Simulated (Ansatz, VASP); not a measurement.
This is a calculation of MgS for Ansatz 0.2.0.

Contents of input.yaml:

```yaml
crystal:
  lattice:
    - [4.0075435882, 0.0, 0.0]
    - [-2.0037717941, 3.4706345542, 0.0]
    - [0.0, 0.0, 6.3891231196]
  atoms:
    - { symbol: S, position: [0.6666666667, 0.3333333333, 0.87924415] }
    - { symbol: S, position: [0.3333333333, 0.6666666667, 0.37924415] }
    - { symbol: Mg, position: [0.3333333333, 0.6666666667, 0.99575485] }
    - { symbol: Mg, position: [0.6666666667, 0.3333333333, 0.49575485] }
kpoints:
  mp_grid: { grid: [8, 8, 4] }
scf:
  occupations: { method: fermi_dirac, width: 0.05 }
hamiltonian:
  xc: lda
  pseudopotentials: { kind: all_electron, lapw: { basis_error: 0.002 } }
output:
  forces: true
  stress: true
  eigenvalues: true
```

Potentials or basis: all-electron LAPW, scalar-relativistic.

Command:

```sh
$ ansatz run input.yaml --threads 2 --pin off --max-ram 6144MiB --backend cpu --events-out ev --progress --plain --runs-dir out
```

Problem. Translate it to VASP 6.6.1. Potentials there: VASP PAW LDA potentials, release 64 (S, Mg).

Solution. As run (the cutoff follows the program's own potentials):

Contents of INCAR:

```
SYSTEM = MgS
PREC     = Accurate       ! precision mode
ENCUT    = 520            ! plane-wave cutoff, eV
EDIFF    = 1E-6           ! SCF threshold, eV
ISMEAR   = -1             ! smearing method
SIGMA    = 0.05           ! smearing width, eV
LREAL    = .FALSE.        ! projectors in reciprocal space
LASPH    = .TRUE.         ! aspherical terms in the spheres
NELM     = 60             ! most SCF steps
ALGO     = Normal         ! electronic algorithm
ISIF     = 2              ! what is computed and relaxed
LWAVE    = .FALSE.        ! write WAVECAR
LCHARG   = .TRUE.         ! write CHGCAR
GGA      = CA             ! functional
LELF     = .TRUE.         ! ELF
LVHAR    = .TRUE.       
NBANDS   = 16             ! bands
```

The input KPOINTS:

```
regular mesh
0
G
  8 8 4
  0 0 0
```

POSCAR

```
MgS
1.0
    4.0075435882      0.0000000000      0.0000000000
   -2.0037717941      3.4706345542      0.0000000000
    0.0000000000      0.0000000000      6.3891231196
S Mg
2 2
Direct
    0.6666666667      0.3333333333      0.8792441500
    0.3333333333      0.6666666667      0.3792441500
    0.3333333333      0.6666666667      0.9957548500
    0.6666666667      0.3333333333      0.4957548500
```

Potentials or basis: VASP PAW LDA potentials, release 64 (S, Mg).

Launch:

```console
$ cat potpaw_LDA.64/S/POTCAR potpaw_LDA.64/Mg/POTCAR > POTCAR
$ mpirun -np 1 vasp_std > vasp.out
```

Both were run:

|  | VASP | Ansatz | Ansatz less VASP |
| --- | --- | --- | --- |
| gap on the k mesh at the Fermi level (eV) | 3.26 | 3.25 | -0.010 |
| least direct gap on the mesh (eV) | 3.26 | 3.25 | -0.010 |
| pressure (GPa) | -1.3 | -0.9 | +0.35 |
| traceless stress, the component that is largest in VASP (GPa) | -0.17 | -0.19 | -0.014 |
| rms of the force components (eV/Å) | 0.030 | 0.029 | -0.0012 |

LDA's correlation is that of Perdew and Zunger in VASP and of Perdew and Wang (1992) in Ansatz. Atom by atom the forces differ by 0.001 eV/Å (rms over components). Ansatz ran all-electron here, and VASP with PAW potentials.
